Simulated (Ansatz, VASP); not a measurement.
## One calculation of La, two programs

```
La
1.0
     3.80635    0.00000    0.00000
    -1.90318    3.29640    0.00000
     0.00000    0.00000    6.22953
La
2
Direct
  0.33333 0.66667 0.25000
  0.66667 0.33333 0.75000
```

Alike in both runs: functional r2SCAN; k mesh 10 × 10 × 5; occupations fermi-dirac, width 0.05 eV; collinear spin.

Ansatz relaxed the structure, and its values are those at the end. VASP's run is a single point on that final structure, the one shown.

|  | VASP | Ansatz |
| --- | --- | --- |
| version | VASP 6.6.1 | Ansatz 0.2.0 |
| potentials or method | VASP PAW PBE potentials, release 64 (La), cutoff 520 eV | plane waves (500 eV) with PAW, scalar-relativistic |
| valence electrons in the cell | 22 | 22 |

|  | VASP | Ansatz | Ansatz less VASP |
| --- | --- | --- | --- |
| pressure (GPa) | -0.6 | 0.0 | +0.64 |
| net moment per atom (μB) | 0.00 | 0.58 | +0.575 |
| size of the moment on the site where the two differ most (μB) | 0.00 | 0.38 | +0.377 |

The net moments are unlike, so the other rows may belong to different states. VASP's potentials were made for PBE, not for r2SCAN. Site moments also hang on the region over which each program counts them.

Neither program's run includes spin-orbit coupling.
